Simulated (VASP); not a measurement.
# LaIr5 (P6/mmm) in VASP: further runs, part 2 of 2

VASP 6.6.1.

**5. Single point, LDA**

This run uses another cell than the first one, of 18.57 Å³/atom.

INCAR

```
PREC     = Accurate       # precision mode
ENCUT    = 520            # plane-wave cutoff, eV
EDIFF    = 1E-6           # SCF threshold, eV
ISMEAR   = -1             # smearing method
SIGMA    = 0.1            # smearing width, eV
LREAL    = F              # projectors in reciprocal space
LASPH    = T              # aspherical terms in the spheres
NELM     = 100            # most SCF steps
ALGO     = Normal         # electronic algorithm
ISIF     = 2              # what is computed and relaxed
LWAVE    = F              # write WAVECAR
LCHARG   = F              # write CHGCAR
GGA      = CA             # functional
NBANDS   = 37             # bands
```

KPOINTS

```
Automatic mesh
0
Gamma
  5 5 6
```

POSCAR

```
LaIr5
1.0
    5.4790801092      0.0000000000      0.0000000000
   -2.7395400546      4.7450227681      0.0000000000
    0.0000000000      0.0000000000      4.2866043640
La Ir
1 5
Direct
    0.0000000000      0.0000000000      0.0000000000
    0.5000000000      0.0000000000      0.5000000000
    0.5000000000      0.5000000000      0.5000000000
    0.0000000000      0.5000000000      0.5000000000
    0.3333333333      0.6666666667      0.0000000000
    0.6666666667      0.3333333333      0.0000000000
```

Potentials or basis: VASP PAW LDA potentials, release 64 (La, Ir).

Command:

```
$ cat potpaw_LDA.64/La/POTCAR potpaw_LDA.64/Ir/POTCAR > POTCAR
$ mpirun -np 1 vasp_std > vasp.out
```

OUTCAR:

```text
PREC = Accurate
   ENCUT = 520
   EDIFF = 1E-6
   ISMEAR = -1
   LREAL = F
   LASPH = T
   NELM = 100
   ISIF = 2
   GGA = CA

 ion  position               nearest neighbor table
   1  0.000  0.000  0.000-   5 3.16   6 3.16   6 3.16   5 3.16   6 3.16   5 3.16   2 3.48   2 3.48
                             2 3.48   2 3.48   4 3.48   4 3.48   4 3.48   3 3.48   3 3.48   4 3.48
   2  0.500  0.000  0.500-   5 2.66   6 2.66   5 2.66   6 2.66   3 2.74   4 2.74   3 2.74   4 2.74
                             1 3.48   1 3.48   1 3.48   1 3.48
   3  0.500  0.500  0.500-   5 2.66   6 2.66   5 2.66   6 2.66   4 2.74   4 2.74   2 2.74   2 2.74
                             1 3.48   1 3.48   1 3.48   1 3.48
   4  0.000  0.500  0.500-   5 2.66   6 2.66   5 2.66   6 2.66   3 2.74   3 2.74   2 2.74   2 2.74
                             1 3.48   1 3.48   1 3.48   1 3.48
   5  0.333  0.667  0.000-   4 2.66   4 2.66   3 2.66   3 2.66   2 2.66   2 2.66   1 3.16   6 3.16
                             1 3.16   6 3.16   6 3.16   1 3.16
   6  0.667  0.333  0.000-   4 2.66   4 2.66   3 2.66   3 2.66   2 2.66   2 2.66   5 3.16   1 3.16
                             1 3.16   5 3.16   5 3.16   1 3.16

  LATTYP: Found a hexagonal cell.
 ALAT       =     5.4790801092
 C/A-ratio  =     0.7823584030

  Lattice vectors:

 A1 = (   5.4790801092,   0.0000000000,   0.0000000000)
 A2 = (  -2.7395400546,   4.7450227681,   0.0000000000)
 A3 = (   0.0000000000,   0.0000000000,   4.2866043640)

Analysis of symmetry for initial positions (statically):
=====================================================================
 Subroutine PRICEL returns:
 Original cell was already a primitive cell.

 Routine SETGRP: Setting up the symmetry group for a
 hexagonal supercell.

 Subroutine GETGRP returns: Found 24 space group operations
 (whereof 24 operations were pure point group operations)
[... 137 lines left out ...]
   IMIX   =      4    mixing-type and parameters
     AMIX     =   0.40;   BMIX     =  1.00
     AMIX_MAG =   1.60;   BMIX_MAG =  1.00
  volume/ion in A,a.u.               =      18.57       125.34
  Fermi-wavevector in a.u.,A,eV,Ry     =   1.301521  2.459517 23.047670  1.693956
  Thomas-Fermi vector in A             =   2.432649
   LORBIT       =      0    0 simple, 1 ext, 2 COOP (PROOUT), +10 PAW based schemes
   GGA     = CA    functional components
   LHFCALC =     F    Hartree Fock is set to
   AEXX    =    0.0000 exact exchange contribution
   IVDW    =     0    specifies the selected vdW correction
   LEPSILON=     F    determine dielectric tensor
   LRPA    =     F    only Hartree local field effects (RPA)
 non-spin polarized calculation
  energy-cutoff  :      520.00
  volume of cell :      111.44
 maximum number of plane-waves:      3012
 NGX is ok and might be reduce to    42
   NGX = 21   NGY = 21   NGZ = 15

 number of electron      55.9999996 magnetization

 Free energy of the ion-electron system (eV)
  ---------------------------------------------------
  ext. energy  EPLUGINS =         0.00000000
  ---------------------------------------------------
  free energy    TOTEN  =       -58.34133736 eV

  energy without entropy =      -58.11088714  energy(sigma->0) =      -58.22611225

 E-fermi :   8.1000     XC(G=0): -12.5287

 val. band max:        8.0892778094   @ k =   0.2000  -0.0000   0.3333
 cond. band min:       8.1164541359   @ k =   0.0000   0.0000   0.5000
 fundamental gap:      0.0271763265
 Fermi energy:         8.1000028745

 k-point     1 :       0.0000    0.0000    0.0000
  band No.  band energies     occupation
      1     -23.4825      2.00000
      2      -7.3794      2.00000
      3      -7.3794      2.00000
      4      -7.1877      2.00000
      5      -0.8893      2.00000
      6       1.7911      2.00000
[... 789 lines left out ...]
     36      11.0118      0.00000
     37      11.0146      0.00000

------------------------ aborting loop because EDIFF is reached ----------------------------------------

  FORCE on cell =-STRESS in cart. coord.  units (eV):
  Direction    XX          YY          ZZ          XY          YZ          ZX
  --------------------------------------------------------------------------------------
  -------------------------------------------------------------------------------------
  Total      -11.2791573    -11.2791582     -8.4343127      0.0000000      0.0000000      0.0000000
  in kB     -162.1540805   -162.1540944   -121.2553547      0.0000000      0.0000000      0.0000000
  external PRESSURE =    -148.5211765 kB  Pullay stress =       0.0000000 kB

 VOLUME and BASIS-vectors are now :
 -----------------------------------------------------------------------------
  energy-cutoff  :      520.00
  volume of cell :      111.44
      direct lattice vectors                 reciprocal lattice vectors
     5.479080109  0.000000000  0.000000000     0.182512389  0.105373572  0.000000000
    -2.739540055  4.745022768  0.000000000     0.000000000  0.210747145  0.000000000
     0.000000000  0.000000000  4.286604364     0.000000000  0.000000000  0.233284884

 POSITION                                       TOTAL-FORCE (eV/Angst)
 -----------------------------------------------------------------------------------
      0.00000      0.00000      0.00000         0.000000      0.000000      0.000000
      2.73954      0.00000      2.14330         0.000000      0.000000      0.000000
      1.36977      2.37251      2.14330         0.000000      0.000000      0.000000
     -1.36977      2.37251      2.14330         0.000000      0.000000      0.000000
     -0.00000      3.16335      0.00000        -0.000000     -0.000000     -0.000000
      2.73954      1.58167      0.00000         0.000000      0.000000      0.000000
 -----------------------------------------------------------------------------------
    total drift:                               -0.000000     -0.000000      0.000000

  FREE ENERGIE OF THE ION-ELECTRON SYSTEM (eV)
  ---------------------------------------------------
  free  energy   TOTEN  =       -58.3413373598 eV

  energy  without entropy=      -58.1108871418  energy(sigma->0) =      -58.22611225
```

Run time: 3.8 min. Hardware: 1 thread of Intel Xeon Platinum 8259CL at 2.50GHz (Skylake/Cascade Lake), shared host; peak memory 0.23 GiB.

What came out:

```yaml
Free_energy: -58.3413 eV
Pressure: -14.9 GPa
Band_gap_on_the_k_mesh: zero (bands 28 and 29 overlap by 1.04 eV)
```

Stress tensor (GPa, compression positive):
```
-16.22   0.00   0.00
  0.00 -16.22   0.00
  0.00   0.00 -12.13
```

Caveat: the cell stands under tension; spin-orbit coupling is left out, which moves the levels of the heavy elements.

**6. Single point, LDA**

This run uses another cell than the first one, of 19.04 Å³/atom.

INCAR

```
SYSTEM = LaIr5
  PREC = Accurate
  ENCUT = 520
  EDIFF = 1E-6
  ISMEAR = -1
  SIGMA = 0.1
  LREAL = .False.
  LASPH = .True.
  NELM = 80
  ALGO = Normal
  ISIF = 2
  LWAVE = .False.
  LCHARG = .False.
  NBANDS = 37
```

KPOINTS

```
regular mesh
0
Gamma
  5 5 6
  0 0 0
```

Edit POSCAR of step 5 so:

```diff
@@ -2,5 +2,5 @@
 1.0
-    5.4790801092      0.0000000000      0.0000000000
-   -2.7395400546      4.7450227681      0.0000000000
-    0.0000000000      0.0000000000      4.2866043640
+    5.5249322837      0.0000000000      0.0000000000
+   -2.7624661419      4.7847319177      0.0000000000
+    0.0000000000      0.0000000000      4.3224771980
 La Ir
```

Potentials or basis: VASP PAW LDA potentials, release 64 (La, Ir).

Command:

```
$ cat potpaw_LDA.64/La/POTCAR potpaw_LDA.64/Ir/POTCAR > POTCAR
$ mpirun -np 1 vasp_std > vasp.out
```

Run time: 3.7 min. Hardware: 1 thread of Intel Xeon Platinum 8259CL at 2.50GHz (Skylake/Cascade Lake), shared host; peak memory 0.23 GiB.

The run converged. Its results:

| Property | Result |
| --- | --- |
| Free energy | -58.0420 eV |
| Pressure | -19.1 GPa |
| Band gap on the k mesh | zero (bands 28 and 29 overlap by 1.01 eV) |

Stress tensor (GPa, compression positive):
```
-20.05   0.00   0.00
  0.00 -20.05   0.00
  0.00   0.00 -17.35
```

Levels at points of the mesh, in eV from the Fermi level:
| k point | band 25 | band 26 | band 27 | band 28 | band 29 | band 30 | band 31 | band 32 |
| --- | --- | --- | --- | --- | --- | --- | --- | --- |
| (0.00, 0.00, 0.00) | -0.65 | -0.12 | -0.12 | 0.69 | 1.69 | 1.70 | 1.97 | 1.97 |
| (0.00, 0.00, 0.50) | -0.53 | 0.01 | 0.43 | 0.43 | 0.45 | 0.45 | 1.04 | 1.46 |

Caveat: the cell stands under tension; spin-orbit coupling is left out, which moves the levels of the heavy elements.

**7. Overview**

```tsv
cell	gap on the mesh (eV)	pressure (GPa)
a = 5.337, b = 5.337, c = 4.175 Å, angles 90.0, 90.0, 120.0°, 6 atoms	none	3.1
a = 5.385, b = 5.385, c = 4.213 Å, angles 90.0, 90.0, 120.0°, 6 atoms	none	-3.9
a = 5.432, b = 5.432, c = 4.250 Å, angles 90.0, 90.0, 120.0°, 6 atoms	none	-9.8
a = 5.479, b = 5.479, c = 4.287 Å, angles 90.0, 90.0, 120.0°, 6 atoms	none	-14.9
a = 5.525, b = 5.525, c = 4.322 Å, angles 90.0, 90.0, 120.0°, 6 atoms	none	-19.1
```

Alike in all rows: task single point; level LDA; potentials or basis VASP PAW LDA potentials, release 64 (La, Ir); no spin polarisation; k mesh 5 × 5 × 6; cutoff (eV) 520; smearing fermi-dirac 0.1 eV.

Caveats: spin-orbit coupling is left out, which moves the levels of the heavy elements; the cell stands under tension (at least some runs); the cell stands under pressure (at least some runs).

Total energies depend on the potentials used, so only differences within one code and one set of settings carry meaning.
